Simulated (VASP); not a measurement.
B48HN48 (a cell with a defect), 97 atoms in the cell. The cell holds a defect, 97 atoms: a = 7.623 Å, b = 8.802 Å, c = 8.407 Å, α = 90.00°, β = 90.00°, γ = 90.00°. 

* Program: VASP 6.6.1
* Task: single point
* Functional: PBEsol
* Potentials or basis: VASP PAW PBE potentials, release 64 (B, N, H)
* Cutoff: 520 eV
* k mesh: 1 × 1 × 1, shifted
* Occupations: fermi-dirac, width 0.05 eV
* Spin: no spin polarisation
* Dipole correction: no
* Charge: 1
* Further INCAR settings: LREAL = Auto; ALGO = Normal; EDIFF = 1e-06; NBANDS = 246; ISYM = -1; NELECT = 384.0

Potentials or basis: VASP PAW PBE potentials, release 64 (B, N, H).

The run is started by

```bash
$ cat potpaw_PBE.64/B/POTCAR potpaw_PBE.64/N/POTCAR potpaw_PBE.64/H/POTCAR > POTCAR
$ mpirun -np 1 vasp_std > vasp.out
```

Hardware: 1 thread of Intel(R) Xeon(R) 6975P-C (Granite Rapids), on a shared host.

How long does it take, and how much memory?

Wall time 3.6 min on 1 thread of Intel(R) Xeon(R) 6975P-C (Granite Rapids), on a shared host, peak memory 0.62 GiB. Counts: scf iterations 15, k points 1.
